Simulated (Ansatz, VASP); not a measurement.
**One calculation of InSe, two programs**

```
In Se
1.0
     5.82639   -2.05465    0.00000
     5.82639    2.05465    0.00000
    -1.72323    0.00000    4.77135
In Se
2 2
Direct
  0.11180 0.11180 0.95316
  0.88820 0.88820 0.04684
  0.33907 0.33907 0.33104
  0.66093 0.66093 0.66896
```

Alike in both runs: task electric field gradients; functional LDA; k mesh 7 × 7 × 6; occupations fermi-dirac, width 0.03 eV; no spin polarisation.

```csv
,VASP,Ansatz
version,VASP 6.6.1,Ansatz 0.2.0
potentials or method,"VASP PAW LDA potentials, release 64 (In_d, Se), cutoff 520 eV","all-electron PAW with datasets made for the crystal, scalar-relativistic"
```

VASP gave:

* pressure (GPa): -2.7
* traceless stress, the component that is largest in VASP (GPa): -0.55
* rms of the force components (eV/Å): 0.037
* size of Vzz on the site where it differs most (V/Å²): 129.1

**Question.** Which values does Ansatz return?

**Answer.** Pressure (GPa): -2.8; traceless stress, the component that is largest in VASP (GPa): -0.58; rms of the force components (eV/Å): 0.048; size of Vzz on the site where it differs most (V/Å²): 126.0.

LDA's correlation is that of Perdew and Zunger in VASP and of Perdew and Wang (1992) in Ansatz. Atom by atom the forces differ by 0.011 eV/Å (rms over components). Ansatz ran all-electron here, and VASP with PAW potentials.
